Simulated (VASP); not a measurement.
A run of VASP 6.6.1:

Contents of INCAR:

```
PREC = Accurate ; ENCUT = 520
EDIFF = 1E-7 ; ISMEAR = 0
SIGMA = 0.05 ; LREAL = False
LASPH = True ; NELM = 60
ALGO = Normal ; ISIF = 2
LWAVE = False ; LCHARG = False
GGA = PE ; IVDW = 12
NBANDS = 35
```

Contents of KPOINTS:

```
regular mesh
0
Gamma
  12 12 4
```

Contents of POSCAR:

```
WS2
1.0
    3.1542063626      0.0000000000      0.0000000000
   -1.5771031813      2.7316228388      0.0512179282
    0.0000000000      0.2276232137     12.1399047294
W S
2 4
Direct
    0.3333333333      0.6666666667      0.2500000000
    0.6666666667      0.3333333333      0.7500000000
    0.3333333333      0.6666666667      0.6202873801
    0.6666666667      0.3333333333      0.1202873801
    0.3333333333      0.6666666667      0.8797126199
    0.6666666667      0.3333333333      0.3797126199
```

Potentials or basis: VASP PAW PBE potentials, release 64 (W_sv, S).

Command:

```bash
$ cat potpaw_PBE.64/W_sv/POTCAR potpaw_PBE.64/S/POTCAR > POTCAR
$ mpirun -np 1 vasp_std > vasp.out
```

Hardware: 1 thread of AMD EPYC 7R13, on a shared host.

Question: How long does it take, and how much memory?

Answer: Run time: 13 min on 1 thread of AMD EPYC 7R13, with other jobs on the host, peak memory 0.57 GiB. Counts: scf iterations 17, k points 164.
